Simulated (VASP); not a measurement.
Crystal: GaSi2.

```
Ga Si
1.0
     3.76238    0.00000    0.00000
    -1.88119    3.25831    0.00000
     0.00000    0.00000    5.05650
Ga Si
1 2
Direct
  0.00000 0.00000 0.00000
  0.66667 0.33333 0.73993
  0.66667 0.33333 0.26007
```

```yaml
Program: VASP 6.6.1
Task: relaxation of cell and atoms
Functional: PBE
Potentials_or_basis: VASP PAW PBE potentials, release 64 (Ga_d, Si)
Cutoff: 600 eV
k_mesh: 12 × 12 × 10
Occupations: gaussian, width 0.1 eV
Spin: no spin polarisation
```

At the start: pressure -0.3 GPa; volume 20.66 Å³/atom.

Q: How do energy, volume and symmetry change on relaxing?

A: Over 9 steps the energy falls by 8.5 meV/atom and the volume is 20.84 Å³/atom (+0.9 %); space group P-6m2 (No. 187, to 0.05 Å).

Step by step:
```tsv
step	energy change (eV)	largest force (eV/Å)	pressure (GPa)	volume (Å³)
1	0.0000	0.2469	-0.27	61.99
2	-0.0171	0.1937	0.38	61.67
3	-0.0210	0.0069	1.15	61.34
4	-0.0218	0.0727	0.93	61.44
5	-0.0252	0.0093	-0.04	62.55
6	-0.0253	0.0007	0.17	62.42
7	-0.0253	0.0036	0.03	62.47
8	-0.0253	0.0023	0.08	62.45
9	-0.0254	0.0037	-0.06	62.52
```

Final structure:
```
Ga Si
1.0
     3.81980    0.00000    0.00000
    -1.90990    3.30804    0.00000
     0.00000    0.00000    4.94757
Ga Si
1 2
Direct
  0.00000 0.00000 0.00000
  0.66667 0.33333 0.74532
  0.66667 0.33333 0.25468
```
